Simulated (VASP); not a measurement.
Input of a VASP 6.6.1 run:

File INCAR:

```
  PREC = Accurate
  ENCUT = 520
  EDIFF = 1E-7
  ISMEAR = 0
  SIGMA = 0.05
  LREAL = F
  LASPH = T
  NELM = 120
  ALGO = Normal
  ISIF = 2
  LWAVE = F
  LCHARG = F
  GGA = PS
  IBRION = 2
  NSW = 50
  EDIFFG = -0.01
  GGA_COMPAT = F
  NELMIN = 4
```

File KPOINTS:

```
regular mesh
0
Gamma
  12 12 4
```

File POSCAR:

```
BN
1.0
    2.7791915914      0.0000000000      0.0000000000
   -1.3895957957      2.1683338019      0.0000000000
    0.0000000000      0.0000000000      7.0340971178
B N
2 2
Direct
    0.3333333333      0.6666666667      0.2500000000
    0.6666666667      0.3333333333      0.7500000000
    0.3333333333      0.6666666667      0.7500000000
    0.6666666667      0.3333333333      0.2500000000
```

Potentials or basis: VASP PAW PBE potentials, release 64 (B, N).

Launch:

```sh
$ cat potpaw_PBE.64/B/POTCAR potpaw_PBE.64/N/POTCAR > POTCAR
$ mpirun -np 1 vasp_std > vasp.out
```

Question: Predict the band gap on the k mesh.

Answer: 3.68 eV (least direct gap 4.22 eV).

Question: Predict the energy gained by relaxing.

Answer: 2.1 meV/atom.

Stress tensor (GPa, compression positive):
```
-66.53   0.00   0.00
  0.00 -13.86   0.00
  0.00   0.00  -0.30
```

Caveat: the cell differs from its parent crystal (normal strain along x +0.1100, normal strain along z +0.0000); the PAW data sets were made with another functional, which shifts forces and pressure a little; this functional lacks dispersion, which binds layers or chains, so the pressure and a relaxed spacing across them are unreliable. A k mesh can miss the band edges.
